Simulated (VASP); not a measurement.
# TiC (Fm-3m) in VASP: notebook

TiC is run at these levels: BLYP, PBE+D3(BJ); tasks: single point.

Everything below comes from runs of VASP 6.6.1. Logs are shortened: lines on timing, memory, paths and dates and some standing lists are left out, and cuts for length are marked.

### 1 The cell of the first run

Symmetry: Fm-3m, No. 225, cubic system. The conventional cell has a = 4.302 Å, b = 4.302 Å, c = 4.302 Å, α = 90.00°, β = 90.00°, γ = 90.00°. Ti (site symmetry m-3m) has 6 C at 2.15 Å within 2.8 Å. Within 2.8 Å of C (site symmetry m-3m) lie 6 Ti at 2.15 Å.

### 2 Single point, BLYP

Contents of INCAR:

```
AGGAC = 1.0 ; AGGAX = 1.0
ALDAC = 0.0 ; ALDAX = 1.0
ALGO = Normal ; EDIFF = 1E-6
ENCUT = 520 ; GGA = B5
ISIF = 2 ; ISMEAR = -1
LASPH = True ; LCHARG = False
LREAL = False ; LWAVE = False
NBANDS = 15 ; NELM = 100
PREC = Accurate ; SIGMA = 0.05
```

Contents of KPOINTS:

```
k-points
0
Gamma
  11 11 11
```

Contents of POSCAR:

```
TiC
1.0
    0.0000000000      2.1511833799      2.1511833799
    2.1511833799      0.0000000000      2.1511833799
    2.1511833799      2.1511833799      0.0000000000
Ti C
1 1
Direct
    0.0000000000      0.0000000000      0.0000000000
    0.5000000000      0.5000000000      0.5000000000
```

Potentials or basis: VASP PAW PBE potentials, release 64 (Ti_sv, C).

Launch:

```bash
$ cat potpaw_PBE.64/Ti_sv/POTCAR potpaw_PBE.64/C/POTCAR > POTCAR
$ mpirun -np 1 vasp_std > vasp.out
```

OUTCAR:

```text
EDIFF = 1E-6
   ENCUT = 520
   GGA = B5
   ISIF = 2
   ISMEAR = -1
   LASPH = True
   LREAL = False
   NELM = 100
   PREC = Accurate

 ion  position               nearest neighbor table
   1  0.000  0.000  0.000-   2 2.15   2 2.15   2 2.15   2 2.15   2 2.15   2 2.15
   2  0.500  0.500  0.500-   1 2.15   1 2.15   1 2.15   1 2.15   1 2.15   1 2.15

  LATTYP: Found a face centered cubic cell.
 ALAT       =     4.3023667598

  Lattice vectors:

 A1 = (   0.0000000000,   2.1511833799,   2.1511833799)
 A2 = (   2.1511833799,   0.0000000000,   2.1511833799)
 A3 = (   2.1511833799,   2.1511833799,   0.0000000000)

Analysis of symmetry for initial positions (statically):
=====================================================================
 Subroutine PRICEL returns:
 Original cell was already a primitive cell.

 Routine SETGRP: Setting up the symmetry group for a
 face centered cubic supercell.

 Subroutine GETGRP returns: Found 48 space group operations
[... 9 lines left out ...]

 Routine SETGRP: Setting up the symmetry group for a
 face centered cubic supercell.

 Subroutine GETGRP returns: Found 48 space group operations
[... 11 lines left out ...]
                                     Primitive cell

  volume of cell :      19.9096

  direct lattice vectors                    reciprocal lattice vectors
     0.000000000  2.151183380  2.151183380    -0.232430208  0.232430208  0.232430208
     2.151183380  0.000000000  2.151183380     0.232430208 -0.232430208  0.232430208
     2.151183380  2.151183380  0.000000000     0.232430208  0.232430208 -0.232430208

  length of vectors
     3.042232711  3.042232711  3.042232711     0.402580929  0.402580929  0.402580929

  position of ions in fractional coordinates (direct lattice)
[... 8 lines left out ...]
----------------------------------------------------------------------------------------

 KPOINTS: k-points

Automatic generation of k-mesh.
 Grid dimensions read from file:
 generate k-points for:   11   11   11

 Generating k-lattice:

  Cartesian coordinates                     Fractional coordinates (reciprocal lattice)
    -0.021130019  0.021130019  0.021130019     0.090909091  0.000000000  0.000000000
     0.021130019 -0.021130019  0.021130019     0.000000000  0.090909091  0.000000000
     0.021130019  0.021130019 -0.021130019     0.000000000  0.000000000  0.090909091

  Length of vectors
     0.036598266  0.036598266  0.036598266

  Shift w.r.t. Gamma in fractional coordinates (k-lattice)
     0.000000000  0.000000000  0.000000000

 Subroutine IBZKPT returns following result:
 ===========================================

 Found     56 irreducible k-points:

 Following reciprocal coordinates:
            Coordinates               Weight
  0.000000  0.000000  0.000000      1.000000
  0.090909  0.000000  0.000000      8.000000
  0.181818  0.000000  0.000000      8.000000
  0.272727  0.000000  0.000000      8.000000
  0.363636  0.000000  0.000000      8.000000
  0.454545  0.000000  0.000000      8.000000
[... 16 lines left out ...]
 -0.272727  0.181818  0.000000     24.000000
 -0.181818  0.181818  0.000000     12.000000
 [... further k-points ...]
   k-points           NKPTS =     56   k-points in BZ     NKDIM =     56   number of bands    NBANDS=     15
   number of dos      NEDOS =    301   number of ions     NIONS =      2
   total plane-waves  NPLWV =  13824
   dimension x,y,z NGX =    24 NGY =   24 NGZ =   24
   dimension x,y,z NGXF=    48 NGYF=   48 NGZF=   48
   ions per type =               1   1
   NGX,Y,Z   is equivalent  to a cutoff of  13.12, 13.12, 13.12 a.u.
   NGXF,Y,Z  is equivalent  to a cutoff of  26.23, 26.23, 26.23 a.u.
 SYSTEM =  unknown system
   PREC   = accura    normal or accurate (medium, high low for compatibility)
   ISTART =      0    job   : 0-new  1-cont  2-samecut
   ICHARG =      2    charge: 1-file 2-atom 10-const
   ISPIN  =      1    spin polarized calculation?
   LNONCOLLINEAR =      F non collinear calculations
   LSORBIT =      F    spin-orbit coupling
   LASPH  =      T    aspherical Exc in radial PAW
   ENCUT  =  520.0 eV  38.22 Ry    6.18 a.u.   5.66  5.66  5.66*2*pi/ulx,y,z
   NELM   =    100;   NELMIN=  2; NELMDL= -5     # of ELM steps
   EDIFF  = 0.1E-05   stopping-criterion for ELM
   LREAL  =      F    real-space projection
   EDIFFG = 0.1E-04   stopping-criterion for IOM
   NSW    =      0    number of steps for IOM
   IBRION =     -1    ionic relax: 0-MD 1-quasi-New 2-CG
   NFREE  =      0    steps in history (QN), initial steepest desc. (CG)
   ISIF   =      2    stress and relaxation
   ISYM   =      2    0-nonsym 1-usesym 2-fastsym
   POTIM  = 0.5000    time-step for ionic-motion
   TEBEG  =    0.0;   TEEND  =   0.0 temperature during run
   PSTRESS=    0.0 pullay stress
   NELECT =      16.0000    total number of electrons
   NUPDOWN=      -1.0000    fix difference up-down
   EMIN   =  10.00;   EMAX   =-10.00  energy-range for DOS
   EFERMI =   0.00;   METHOD = LEGACY
   ISMEAR =    -1;   SIGMA  =   0.05  broadening in eV -4-tet -1-fermi 0-gaus
   EFERMI_NEDOS =   21; number of points for ismear=-14 and -15
   IALGO  =     38    algorithm
   IMIX   =      4    mixing-type and parameters
     AMIX     =   0.40;   BMIX     =  1.00
     AMIX_MAG =   1.60;   BMIX_MAG =  1.00
  volume/ion in A,a.u.               =       9.95        67.18
  Fermi-wavevector in a.u.,A,eV,Ry     =   1.522045  2.876247 31.519527  2.316620
  Thomas-Fermi vector in A             =   2.630677
   LORBIT       =      0    0 simple, 1 ext, 2 COOP (PROOUT), +10 PAW based schemes
   GGA     = B5    functional components
   LHFCALC =     F    Hartree Fock is set to
   AEXX    =    0.0000 exact exchange contribution
   IVDW    =     0    specifies the selected vdW correction
   LEPSILON=     F    determine dielectric tensor
   LRPA    =     F    only Hartree local field effects (RPA)
 non-spin polarized calculation
  energy-cutoff  :      520.00
  volume of cell :       19.91
 maximum number of plane-waves:       550
   NGX = 11   NGY = 11   NGZ = 11

 number of electron      16.0000003 magnetization

 Free energy of the ion-electron system (eV)
  ---------------------------------------------------
  ext. energy  EPLUGINS =         0.00000000
  ---------------------------------------------------
  free energy    TOTEN  =       -16.99408250 eV

  energy without entropy =      -16.99164755  energy(sigma->0) =      -16.99286502

 E-fermi :  10.1509     XC(G=0): -12.1457

 val. band max:       10.0426544483   @ k =   0.4545   0.4545   0.0000
 cond. band min:      10.2025405145   @ k =   0.0909   0.0000   0.0000
 fundamental gap:      0.1598860662
 Fermi energy:        10.1509028119

 k-point     1 :       0.0000    0.0000    0.0000
  band No.  band energies     occupation
      1     -46.3223      2.00000
      2     -22.4877      2.00000
      3     -22.4877      2.00000
      4     -22.4877      2.00000
      5      -2.2373      2.00000
      6      10.7786      0.00001
      7      10.7786      0.00001
      8      10.7786      0.00001
      9      11.7281      0.00000
     10      11.7281      0.00000
     11      11.7281      0.00000
     12      11.7595      0.00000
     13      11.7595      0.00000
     14      21.1290      0.00000
     15      24.8140      0.00000

 k-point     2 :       0.0909    0.0000    0.0000
  band No.  band energies     occupation
      1     -46.3160      2.00000
      2     -22.5310      2.00000
      3     -22.4918      2.00000
      4     -22.4918      2.00000
      5      -2.0504      2.00000
      6       9.9636      1.95387
      7      10.2025      0.52510
      8      10.2025      0.52509
      9      11.0879      0.00000
     10      11.0879      0.00000
     11      12.1495      0.00000
     12      13.2472      0.00000
     13      13.2472      0.00000
     14      21.4343      0.00000
     15      24.8402      0.00000

 k-point     3 :       0.1818    0.0000    0.0000
  band No.  band energies     occupation
      1     -46.2990      2.00000
      2     -22.6457      2.00000
      3     -22.5025      2.00000
      4     -22.5025      2.00000
      5      -1.5149      2.00000
      6       8.5449      2.00000
      7       9.0478      2.00000
      8       9.0478      2.00000
      9      11.4375      0.00000
     10      11.4375      0.00000
     11      12.6184      0.00000
     12      14.8126      0.00000
     13      14.8126      0.00000
     14      21.9307      0.00000
     15      24.7358      0.00000

 k-point     4 :       0.2727    0.0000    0.0000
  band No.  band energies     occupation
      1     -46.2767      2.00000
      2     -22.7928      2.00000
      3     -22.5165      2.00000
      4     -22.5165      2.00000
      5      -0.7036      2.00000
      6       7.0088      2.00000
      7       8.1170      2.00000
      8       8.1171      2.00000
      9      11.9854      0.00000
     10      11.9854      0.00000
     11      13.0797      0.00000
     12      16.2786      0.00000
     13      16.2786      0.00000
     14      21.4095      0.00000
     15      25.2158      0.00000
[... 307 lines left out ...]
 k-point    22 :      -0.3636    0.1818    0.0000
  band No.  band energies     occupation
      1     -46.2364      2.00000
      2     -22.9308      2.00000
      3     -22.6531      2.00000
      4     -22.5498      2.00000
      5       0.8038      2.00000
      6       5.2029      2.00000
      7       7.2550      2.00000
      8       7.3525      2.00000
      9      12.6239      0.00000
     10      12.9696      0.00000
     11      13.9229      0.00000
     12      16.1905      0.00000
     13      17.9417      0.00000
     14      20.9425      0.00000
     15      24.6010      0.00000

 k-point    23 :      -0.2727    0.1818    0.0000
  band No.  band energies     occupation
      1     -46.2502      2.00000
      2     -22.8611      2.00000
      3     -22.6418      2.00000
      4     -22.5271      2.00000
      5       0.2066      2.00000
      6       5.8876      2.00000
      7       7.4705      2.00000
      8       7.6436      2.00000
      9      12.0926      0.00000
     10      13.0283      0.00000
     11      13.8702      0.00000
     12      15.2523      0.00000
     13      18.0171      0.00000
     14      21.6558      0.00000
     15      24.1874      0.00000

 k-point    24 :      -0.1818    0.1818    0.0000
  band No.  band energies     occupation
      1     -46.2692      2.00000
      2     -22.7755      2.00000
      3     -22.6009      2.00000
      4     -22.5081      2.00000
      5      -0.5211      2.00000
      6       6.8372      2.00000
      7       7.8368      2.00000
      8       8.1913      2.00000
      9      11.6284      0.00000
     10      12.7180      0.00000
     11      13.6523      0.00000
     12      14.4902      0.00000
     13      17.3514      0.00000
     14      22.3703      0.00000
     15      24.0870      0.00000

 [... further k-points ...]
[... 5 lines left out ...]
  --------------------------------------------------------------------------------------
  -------------------------------------------------------------------------------------
  Total        1.7906395      1.7906395      1.7906395      0.0000000      0.0000000      0.0000000
  in kB      144.0975000    144.0975000    144.0975000      0.0000000      0.0000000      0.0000000
  external PRESSURE =     144.0975000 kB  Pullay stress =       0.0000000 kB

 VOLUME and BASIS-vectors are now :
 -----------------------------------------------------------------------------
  energy-cutoff  :      520.00
  volume of cell :       19.91
      direct lattice vectors                 reciprocal lattice vectors
     0.000000000  2.151183380  2.151183380    -0.232430208  0.232430208  0.232430208
     2.151183380  0.000000000  2.151183380     0.232430208 -0.232430208  0.232430208
     2.151183380  2.151183380  0.000000000     0.232430208  0.232430208 -0.232430208

 POSITION                                       TOTAL-FORCE (eV/Angst)
 -----------------------------------------------------------------------------------
      0.00000      0.00000      0.00000         0.000000      0.000000      0.000000
      2.15118      2.15118      2.15118         0.000000     -0.000000     -0.000000
 -----------------------------------------------------------------------------------
    total drift:                                0.000000     -0.000000     -0.000000

  FREE ENERGIE OF THE ION-ELECTRON SYSTEM (eV)
  ---------------------------------------------------
  free  energy   TOTEN  =       -16.9940824980 eV

  energy  without entropy=      -16.9916475472  energy(sigma->0) =      -16.99286502
```

Wall time 19 s (1 thread of AMD EPYC 7R13 (Zen 3), shared host); peak memory 0.12 GiB.

What came out:

| Item | Value |
| --- | --- |
| Free energy | -16.9941 eV |
| Pressure | 14.4 GPa |
| Band gap on the k mesh | zero (band 8 reaches 10.78 eV, above the bottom of band 9 at 9.68 eV) |

Caveat: the PAW data sets were made with another functional, which shifts forces and pressure a little.

### 3 Single point, PBE+D3(BJ)

This run uses another cell than the first one, of 10.16 Å³/atom, 1.020 times its volume.

Contents of INCAR:

```
  PREC = Accurate
  ENCUT = 520
  EDIFF = 1E-6
  ISMEAR = -1
  SIGMA = 0.05
  LREAL = F
  LASPH = T
  NELM = 80
  ALGO = Normal
  ISIF = 2
  LWAVE = F
  LCHARG = F
  GGA = PE
  IVDW = 12
  NBANDS = 15
```

Contents of KPOINTS:

```
regular mesh
0
Gamma
  11 11 11
```

Contents of POSCAR:

```
TiC
1.0
    0.0000000000      2.1657188437      2.1657188437
    2.1657188437      0.0000000000      2.1657188437
    2.1657188437      2.1657188437      0.0000000000
Ti C
1 1
Direct
    0.0000000000      0.0000000000      0.0000000000
    0.5000000000      0.5000000000      0.5000000000
```

Potentials or basis: VASP PAW PBE potentials, release 64 (Ti_sv, C).

Launch:

```bash
$ cat potpaw_PBE.64/Ti_sv/POTCAR potpaw_PBE.64/C/POTCAR > POTCAR
$ mpirun -np 1 vasp_std > vasp.out
```

Wall time 13 s (1 thread of AMD EPYC 7R13 (Zen 3), shared host); peak memory 0.13 GiB.

It converged, with:

| Property | Result |
| --- | --- |
| Free energy | -19.6012 eV |
| Pressure | -6.8 GPa |
| Band gap on the k mesh | zero (band 8 reaches 10.10 eV, above the bottom of band 9 at 9.00 eV) |
| Dispersion energy per atom | -0.445 eV |

Levels at points of the mesh, in eV from the Fermi level:
| k point | band 5 | band 6 | band 7 | band 8 | band 9 | band 10 | band 11 | band 12 |
| --- | --- | --- | --- | --- | --- | --- | --- | --- |
| (0.00, 0.00, 0.00) | -12.46 | 0.63 | 0.63 | 0.63 | 1.61 | 1.61 | 1.61 | 1.65 |

Caveat: pairwise dispersion overbinds metals, which lowers pressure and volume.

### 4 Single point, PBE+D3(BJ)

This run uses another cell than the first one, of 10.36 Å³/atom, 1.041 times its volume.

Contents of INCAR:

```
PREC = Accurate
ENCUT = 520
EDIFF = 1E-7
ISMEAR = -1
SIGMA = 0.05
LREAL = False
LASPH = True
NELM = 100
ALGO = Normal
ISIF = 2
LWAVE = False
LCHARG = False
GGA = PE
IVDW = 12
NBANDS = 15
```

KPOINTS is that of step 3.

Contents of POSCAR:

```
TiC
1.0
    0.0000000000      2.1800617706      2.1800617706
    2.1800617706      0.0000000000      2.1800617706
    2.1800617706      2.1800617706      0.0000000000
Ti C
1 1
Direct
    0.0000000000      0.0000000000      0.0000000000
    0.5000000000      0.5000000000      0.5000000000
```

Launch:

```bash
$ cat potpaw_PBE.64/Ti_sv/POTCAR potpaw_PBE.64/C/POTCAR > POTCAR
$ mpirun -np 1 vasp_std > vasp.out
```

Run time: 15 s. Hardware: 1 thread of AMD EPYC 7R13 (Zen 3), shared host; peak memory 0.13 GiB.

The run converged. Its results:

```yaml
Free_energy: -19.5784 eV
Pressure: -11.3 GPa
Band_gap_on_the_k_mesh: zero (band 8 reaches 9.87 eV, above the bottom of band 9 at 8.78 eV)
Dispersion_energy_per_atom: -0.436 eV
```

Levels at points of the mesh, in eV from the Fermi level:
```tsv
k point	band 4	band 5	band 6	band 7	band 8	band 9	band 10	band 11	band 12	band 13
(0.00, 0.00, 0.00)	-32.74	-12.36	0.62	0.62	0.62	1.59	1.59	1.59	1.61	1.61
```

Caveat: pairwise dispersion overbinds metals, which lowers pressure and volume.

### 5 The runs side by side

| level | cell | gap on the mesh (eV) | pressure (GPa) |
| --- | --- | --- | --- |
| BLYP | a = 3.042 Å, angles 60.0°, 2 atoms | none | 14.4 |
| PBE+D3(BJ) | a = 3.063 Å, angles 60.0°, 2 atoms | none | -6.8 |
| PBE+D3(BJ) | a = 3.083 Å, angles 60.0°, 2 atoms | none | -11.3 |

Alike in all rows: task single point; potentials or basis VASP PAW PBE potentials, release 64 (Ti_sv, C); no spin polarisation; k mesh 11 × 11 × 11; cutoff (eV) 520; smearing fermi-dirac 0.05 eV.

Caveats: pairwise dispersion overbinds metals, which lowers pressure and volume (some runs); the PAW data sets were made with another functional, which shifts forces and pressure a little (some runs).

Absolute energies hang on the potentials; compare differences alone.
